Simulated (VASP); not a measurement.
# P (Fm-3m) in VASP: notebook

Runs on P. Level: revPBE. Tasks: single point.

Everything below comes from runs of VASP 6.6.1. Logs are shortened: lines on timing, memory, paths and dates and some standing lists are left out, and cuts for length are marked.

## 1. The cell of the first run

It takes space group Fm-3m (No. 225, cubic). The conventional cell has a = 3.782 Å, b = 3.782 Å, c = 3.782 Å, α = 90.00°, β = 90.00°, γ = 90.00°. P (site symmetry m-3m) has 12 P at 2.67 Å within 3.5 Å.

## 2. Single point, revPBE (volume scaled by 0.92)

Input file INCAR:

```
ALGO     = Normal         # electronic algorithm
EDIFF    = 1E-6           # SCF threshold, eV
ENCUT    = 520            # plane-wave cutoff, eV
GGA      = RE             # functional
ISIF     = 2              # what is computed and relaxed
ISMEAR   = -1             # smearing method
LASPH    = T              # aspherical terms in the spheres
LCHARG   = F              # write CHGCAR
LREAL    = F              # projectors in reciprocal space
LWAVE    = F              # write WAVECAR
NBANDS   = 8              # bands
NELM     = 60             # most SCF steps
PREC     = Accurate       # precision mode
SIGMA    = 0.1            # smearing width, eV
```

Input file KPOINTS:

```
k-points
0
Gamma
  16 16 16
```

Input file POSCAR:

```
P
1.0
    0.0000000000      1.8912448328      1.8912448328
    1.8912448328      0.0000000000      1.8912448328
    1.8912448328      1.8912448328      0.0000000000
P
1
Direct
    0.0000000000      0.0000000000      0.0000000000
```

Potentials or basis: VASP PAW PBE potentials, release 64 (P).

Command:

```sh
cat potpaw_PBE.64/P/POTCAR > POTCAR
mpirun -np 1 vasp_std > vasp.out
```

OUTCAR:

```text
EDIFF = 1E-6
   ENCUT = 520
   GGA = RE
   ISIF = 2
   ISMEAR = -1
   LASPH = T
   LREAL = F
   NELM = 60
   PREC = Accurate

 ion  position               nearest neighbor table
   1  0.000  0.000  0.000-

  LATTYP: Found a face centered cubic cell.
 ALAT       =     3.7824896656

  Lattice vectors:

 A1 = (   0.0000000000,   1.8912448328,   1.8912448328)
 A2 = (   1.8912448328,   0.0000000000,   1.8912448328)
 A3 = (   1.8912448328,   1.8912448328,   0.0000000000)

Analysis of symmetry for initial positions (statically):
=====================================================================
 Subroutine PRICEL returns:
 Original cell was already a primitive cell.

 Routine SETGRP: Setting up the symmetry group for a
 face centered cubic supercell.

 Subroutine GETGRP returns: Found 48 space group operations
 (whereof 48 operations were pure point group operations)
 out of a pool of 48 trial point group operations.

The static configuration has the point symmetry O_h .

Analysis of symmetry for dynamics (positions and initial velocities):
=====================================================================
 Subroutine PRICEL returns:
 Original cell was already a primitive cell.

 Routine SETGRP: Setting up the symmetry group for a
 face centered cubic supercell.

 Subroutine GETGRP returns: Found 48 space group operations
 (whereof 48 operations were pure point group operations)
 out of a pool of 48 trial point group operations.

The dynamic configuration has the point symmetry O_h .

 Subroutine INISYM returns: Found 48 space group operations
 (whereof 48 operations are pure point group operations),
 and found     1 'primitive' translations

----------------------------------------------------------------------------------------

                                     Primitive cell

  volume of cell :      13.5292

  direct lattice vectors                    reciprocal lattice vectors
     0.000000000  1.891244833  1.891244833    -0.264376135  0.264376135  0.264376135
     1.891244833  0.000000000  1.891244833     0.264376135 -0.264376135  0.264376135
     1.891244833  1.891244833  0.000000000     0.264376135  0.264376135 -0.264376135

  length of vectors
     2.674624092  2.674624092  2.674624092     0.457912899  0.457912899  0.457912899

  position of ions in fractional coordinates (direct lattice)
     0.000000000  0.000000000  0.000000000

  ion indices of the primitive-cell ions
   primitive index   ion index
                 1           1

----------------------------------------------------------------------------------------

 KPOINTS: k-points

Automatic generation of k-mesh.
 Grid dimensions read from file:
 generate k-points for:   16   16   16

 Generating k-lattice:

  Cartesian coordinates                     Fractional coordinates (reciprocal lattice)
    -0.016523508  0.016523508  0.016523508     0.062500000  0.000000000  0.000000000
     0.016523508 -0.016523508  0.016523508     0.000000000  0.062500000  0.000000000
     0.016523508  0.016523508 -0.016523508     0.000000000  0.000000000  0.062500000

  Length of vectors
     0.028619556  0.028619556  0.028619556

  Shift w.r.t. Gamma in fractional coordinates (k-lattice)
     0.000000000  0.000000000  0.000000000

 Subroutine IBZKPT returns following result:
 ===========================================

 Found    145 irreducible k-points:

 Following reciprocal coordinates:
            Coordinates               Weight
  0.000000  0.000000  0.000000      1.000000
  0.062500  0.000000  0.000000      8.000000
  0.125000  0.000000  0.000000      8.000000
  0.187500  0.000000  0.000000      8.000000
  0.250000  0.000000  0.000000      8.000000
  0.312500  0.000000  0.000000      8.000000
[... 16 lines left out ...]
 -0.125000  0.062500  0.000000     24.000000
 -0.062500  0.062500  0.000000     12.000000
 [... further k-points ...]
   k-points           NKPTS =    145   k-points in BZ     NKDIM =    145   number of bands    NBANDS=      8
   number of dos      NEDOS =    301   number of ions     NIONS =      1
   total plane-waves  NPLWV =   8000
   dimension x,y,z NGX =    20 NGY =   20 NGZ =   20
   dimension x,y,z NGXF=    40 NGYF=   40 NGZF=   40
   ions per type =               1
   NGX,Y,Z   is equivalent  to a cutoff of  12.43, 12.43, 12.43 a.u.
   NGXF,Y,Z  is equivalent  to a cutoff of  24.86, 24.86, 24.86 a.u.
 SYSTEM =  unknown system
   PREC   = accura    normal or accurate (medium, high low for compatibility)
   ISTART =      0    job   : 0-new  1-cont  2-samecut
   ICHARG =      2    charge: 1-file 2-atom 10-const
   ISPIN  =      1    spin polarized calculation?
   LNONCOLLINEAR =      F non collinear calculations
   LSORBIT =      F    spin-orbit coupling
   LASPH  =      T    aspherical Exc in radial PAW
   ENCUT  =  520.0 eV  38.22 Ry    6.18 a.u.   4.97  4.97  4.97*2*pi/ulx,y,z
   NELM   =     60;   NELMIN=  2; NELMDL= -5     # of ELM steps
   EDIFF  = 0.1E-05   stopping-criterion for ELM
   LREAL  =      F    real-space projection
   EDIFFG = 0.1E-04   stopping-criterion for IOM
   NSW    =      0    number of steps for IOM
   IBRION =     -1    ionic relax: 0-MD 1-quasi-New 2-CG
   NFREE  =      0    steps in history (QN), initial steepest desc. (CG)
   ISIF   =      2    stress and relaxation
   ISYM   =      2    0-nonsym 1-usesym 2-fastsym
   POTIM  = 0.5000    time-step for ionic-motion
   TEBEG  =    0.0;   TEEND  =   0.0 temperature during run
   PSTRESS=    0.0 pullay stress
   NELECT =       5.0000    total number of electrons
   NUPDOWN=      -1.0000    fix difference up-down
   EMIN   =  10.00;   EMAX   =-10.00  energy-range for DOS
   EFERMI =   0.00;   METHOD = LEGACY
   ISMEAR =    -1;   SIGMA  =   0.10  broadening in eV -4-tet -1-fermi 0-gaus
   EFERMI_NEDOS =   21; number of points for ismear=-14 and -15
   IALGO  =     38    algorithm
   IMIX   =      4    mixing-type and parameters
     AMIX     =   0.40;   BMIX     =  1.00
     AMIX_MAG =   1.60;   BMIX_MAG =  1.00
  volume/ion in A,a.u.               =      13.53        91.30
  Fermi-wavevector in a.u.,A,eV,Ry     =   1.174827  2.220100 18.778998  1.380217
  Thomas-Fermi vector in A             =   2.311217
   LORBIT       =      0    0 simple, 1 ext, 2 COOP (PROOUT), +10 PAW based schemes
   GGA     = RE    functional components
   LHFCALC =     F    Hartree Fock is set to
   AEXX    =    0.0000 exact exchange contribution
   IVDW    =     0    specifies the selected vdW correction
   LEPSILON=     F    determine dielectric tensor
   LRPA    =     F    only Hartree local field effects (RPA)
 non-spin polarized calculation
  energy-cutoff  :      520.00
  volume of cell :       13.53
 maximum number of plane-waves:       380
   NGX =  9   NGY =  9   NGZ =  9

 number of electron       5.0000000 magnetization

 Free energy of the ion-electron system (eV)
  ---------------------------------------------------
  ext. energy  EPLUGINS =         0.00000000
  ---------------------------------------------------
  free energy    TOTEN  =        -4.16013466 eV

  energy without entropy =       -4.14032731  energy(sigma->0) =       -4.15023098

 E-fermi :  10.8846     XC(G=0): -11.7989

 val. band max:       10.8283889257   @ k =   0.3750   0.2500   0.1250
 cond. band min:      10.8948423091   @ k =  -0.4375   0.5000   0.0625
 fundamental gap:      0.0664533834
 Fermi energy:        10.8846395503

 k-point     1 :       0.0000    0.0000    0.0000
  band No.  band energies     occupation
      1      -6.2126      2.00000
      2      18.4230      0.00000
      3      18.4230      0.00000
      4      18.4230      0.00000
      5      22.4304      0.00000
      6      22.4304      0.00000
      7      22.4304      0.00000
      8      29.0112      0.00000

 k-point     2 :       0.0625    0.0000    0.0000
  band No.  band energies     occupation
      1      -6.0970      2.00000
      2      17.3406      0.00000
      3      18.2146      0.00000
      4      18.2146      0.00000
      5      22.6349      0.00000
      6      22.7592      0.00000
      7      22.7592      0.00000
      8      28.6094      0.00000

 k-point     3 :       0.1250    0.0000    0.0000
  band No.  band energies     occupation
      1      -5.7507      2.00000
      2      15.0904      0.00000
      3      17.7565      0.00000
      4      17.7565      0.00000
      5      22.7284      0.00000
      6      23.4771      0.00000
      7      23.4771      0.00000
      8      27.7720      0.00000

 k-point     4 :       0.1875    0.0000    0.0000
  band No.  band energies     occupation
      1      -5.1755      2.00000
      2      12.5537      0.00000
      3      17.2713      0.00000
      4      17.2713      0.00000
      5      22.6037      0.00000
      6      23.8965      0.00000
      7      23.8965      0.00000
      8      27.4815      0.00000

 k-point     5 :       0.2500    0.0000    0.0000
  band No.  band energies     occupation
      1      -4.3754      2.00000
      2      10.0214      1.99964
      3      16.8620      0.00000
      4      16.8620      0.00000
      5      22.4219      0.00000
      6      23.4745      0.00000
      7      23.4745      0.00000
      8      28.3879      0.00000

 k-point     6 :       0.3125    0.0000    0.0000
  band No.  band energies     occupation
      1      -3.3575      2.00000
      2       7.6052      2.00000
      3      16.5603      0.00000
      4      16.5603      0.00000
      5      22.2731      0.00000
      6      22.7160      0.00000
      7      22.7160      0.00000
      8      28.9484      0.00000

 k-point     7 :       0.3750    0.0000    0.0000
  band No.  band energies     occupation
      1      -2.1393      2.00000
      2       5.3681      2.00000
      3      16.3654      0.00000
      4      16.3654      0.00000
      5      22.0399      0.00000
      6      22.0399      0.00000
      7      22.1852      0.00000
      8      28.1142      0.00000
[... 133 lines left out ...]
 k-point    20 :      -0.3125    0.0625    0.0000
  band No.  band energies     occupation
      1      -2.8712      2.00000
      2       6.9294      2.00000
      3      15.0712      0.00000
      4      16.8844      0.00000
      5      22.2819      0.00000
      6      22.5458      0.00000
      7      22.8563      0.00000
      8      29.3953      0.00000

 k-point    21 :      -0.2500    0.0625    0.0000
  band No.  band energies     occupation
      1      -3.9581      2.00000
      2       9.2878      2.00000
      3      15.2499      0.00000
      4      17.3381      0.00000
      5      22.8759      0.00000
      6      22.8859      0.00000
      7      23.4958      0.00000
      8      27.6133      0.00000

 k-point    22 :      -0.1875    0.0625    0.0000
  band No.  band energies     occupation
      1      -4.8315      2.00000
      2      11.7816      0.00025
      3      15.5926      0.00000
      4      17.8065      0.00000
      5      22.9584      0.00000
      6      23.4090      0.00000
      7      24.2905      0.00000
      8      26.3964      0.00000

 k-point    23 :      -0.1250    0.0625    0.0000
  band No.  band energies     occupation
      1      -5.4818      2.00000
      2      14.3138      0.00000
      3      16.0958      0.00000
      4      18.2258      0.00000
      5      22.9155      0.00000
      6      23.2213      0.00000
      7      24.4240      0.00000
      8      26.4675      0.00000

 k-point    24 :      -0.0625    0.0625    0.0000
  band No.  band energies     occupation
      1      -5.9045      2.00000
      2      16.5371      0.00000
      3      16.8501      0.00000
      4      18.4291      0.00000
      5      22.6807      0.00000
      6      22.7306      0.00000
      7      23.7983      0.00000
      8      27.4914      0.00000

 [... further k-points ...]
[... 5 lines left out ...]
  --------------------------------------------------------------------------------------
  -------------------------------------------------------------------------------------
  Total        0.7336249      0.7336249      0.7336249     -0.0000000      0.0000000      0.0000000
  in kB       86.8783192     86.8783192     86.8783192     -0.0000000      0.0000000      0.0000000
  external PRESSURE =      86.8783192 kB  Pullay stress =       0.0000000 kB

 VOLUME and BASIS-vectors are now :
 -----------------------------------------------------------------------------
  energy-cutoff  :      520.00
  volume of cell :       13.53
      direct lattice vectors                 reciprocal lattice vectors
     0.000000000  1.891244833  1.891244833    -0.264376135  0.264376135  0.264376135
     1.891244833  0.000000000  1.891244833     0.264376135 -0.264376135  0.264376135
     1.891244833  1.891244833  0.000000000     0.264376135  0.264376135 -0.264376135

 POSITION                                       TOTAL-FORCE (eV/Angst)
 -----------------------------------------------------------------------------------
      0.00000      0.00000      0.00000        -0.000000     -0.000000     -0.000000
 -----------------------------------------------------------------------------------
    total drift:                                0.000000      0.000000     -0.000000

  FREE ENERGIE OF THE ION-ELECTRON SYSTEM (eV)
  ---------------------------------------------------
  free  energy   TOTEN  =        -4.1601346586 eV

  energy  without entropy=       -4.1403273104  energy(sigma->0) =       -4.15023098
```

Run time: 8.9 s. Hardware: 1 thread of AMD EPYC 7R13 (Zen 3), shared host; peak memory 0.09 GiB.

What came out:

```
Free energy : -4.1601 eV
Pressure    : 8.7 GPa
```

Levels at points of the mesh, in eV from the Fermi level:
```tsv
k point	band 1	band 2	band 3	band 4	band 5	band 6	band 7
(0.00, 0.00, 0.00)	-17.10	7.54	7.54	7.54	11.55	11.55	11.55
(0.50, 0.00, 0.00)	-10.74	-8.63	5.34	5.34	10.55	10.55	11.26
(0.50, 0.50, 0.00)	-7.84	-7.18	0.79	0.79	4.10	5.13	23.82
```

Caveat: the PAW data sets were made with another functional, which shifts forces and pressure a little.

## 3. Single point, revPBE (volume scaled by 0.96)

Input file INCAR:

```
PREC = Accurate
ENCUT = 520
EDIFF = 1E-6
ISMEAR = -1
SIGMA = 0.1
LREAL = F
LASPH = T
NELM = 100
ALGO = Normal
ISIF = 2
LWAVE = F
LCHARG = F
GGA = RE
NBANDS = 8
```

Input file KPOINTS:

```
Automatic mesh
0
Gamma
  16 16 16
```

Input file POSCAR:

```
P
1.0
    0.0000000000      1.9182662668      1.9182662668
    1.9182662668      0.0000000000      1.9182662668
    1.9182662668      1.9182662668      0.0000000000
P
1
Direct
    0.0000000000      0.0000000000      0.0000000000
```

Potentials or basis: VASP PAW PBE potentials, release 64 (P).

Command:

```sh
cat potpaw_PBE.64/P/POTCAR > POTCAR
mpirun -np 1 vasp_std > vasp.out
```

OUTCAR:

```text
PREC = Accurate
   ENCUT = 520
   EDIFF = 1E-6
   ISMEAR = -1
   LREAL = F
   LASPH = T
   NELM = 100
   ISIF = 2
   GGA = RE

 ion  position               nearest neighbor table
   1  0.000  0.000  0.000-

  LATTYP: Found a face centered cubic cell.
 ALAT       =     3.8365325336

  Lattice vectors:

 A1 = (   0.0000000000,   1.9182662668,   1.9182662668)
 A2 = (   1.9182662668,   0.0000000000,   1.9182662668)
 A3 = (   1.9182662668,   1.9182662668,   0.0000000000)

[... 432 lines left out ...]
  band No.  band energies     occupation
      1      -6.0863      2.00000
      2      15.6084      0.00000
      3      15.9676      0.00000
      4      17.3728      0.00000
      5      21.8425      0.00000
      6      21.9975      0.00000
      7      22.9503      0.00000
      8      26.6017      0.00000

 [... further k-points ...]
[... 5 lines left out ...]
  --------------------------------------------------------------------------------------
  -------------------------------------------------------------------------------------
  Total        0.3461062      0.3461062      0.3461062     -0.0000000     -0.0000000      0.0000000
  in kB       39.2792544     39.2792544     39.2792544     -0.0000000     -0.0000000      0.0000000
  external PRESSURE =      39.2792544 kB  Pullay stress =       0.0000000 kB

 VOLUME and BASIS-vectors are now :
 -----------------------------------------------------------------------------
  energy-cutoff  :      520.00
  volume of cell :       14.12
      direct lattice vectors                 reciprocal lattice vectors
     0.000000000  1.918266267  1.918266267    -0.260652032  0.260652032  0.260652032
     1.918266267  0.000000000  1.918266267     0.260652032 -0.260652032  0.260652032
     1.918266267  1.918266267  0.000000000     0.260652032  0.260652032 -0.260652032

 POSITION                                       TOTAL-FORCE (eV/Angst)
 -----------------------------------------------------------------------------------
      0.00000      0.00000      0.00000        -0.000000      0.000000      0.000000
 -----------------------------------------------------------------------------------
    total drift:                                0.000000      0.000000      0.000000

  FREE ENERGIE OF THE ION-ELECTRON SYSTEM (eV)
  ---------------------------------------------------
  free  energy   TOTEN  =        -4.1832483989 eV

  energy  without entropy=       -4.1638251302  energy(sigma->0) =       -4.17353676
```

Wall time 9.2 s (1 thread of AMD EPYC 7R13 (Zen 3), shared host); peak memory 0.09 GiB.

Results:

| Quantity | Value |
| --- | --- |
| Free energy | -4.1832 eV |
| Pressure | 3.9 GPa |

Levels at points of the mesh, in eV from the Fermi level:
| k point | band 1 | band 2 | band 3 | band 4 | band 5 | band 6 | band 7 |
| --- | --- | --- | --- | --- | --- | --- | --- |
| (0.00, 0.00, 0.00) | -16.63 | 7.13 | 7.13 | 7.13 | 11.46 | 11.46 | 11.46 |
| (0.50, 0.00, 0.00) | -10.57 | -8.26 | 5.06 | 5.06 | 10.51 | 10.51 | 10.92 |
| (0.50, 0.50, 0.00) | -7.83 | -6.88 | 0.75 | 0.75 | 4.26 | 5.07 | 23.29 |

Caveat: the PAW data sets were made with another functional, which shifts forces and pressure a little.

(Part 1 of 3 ends here.)
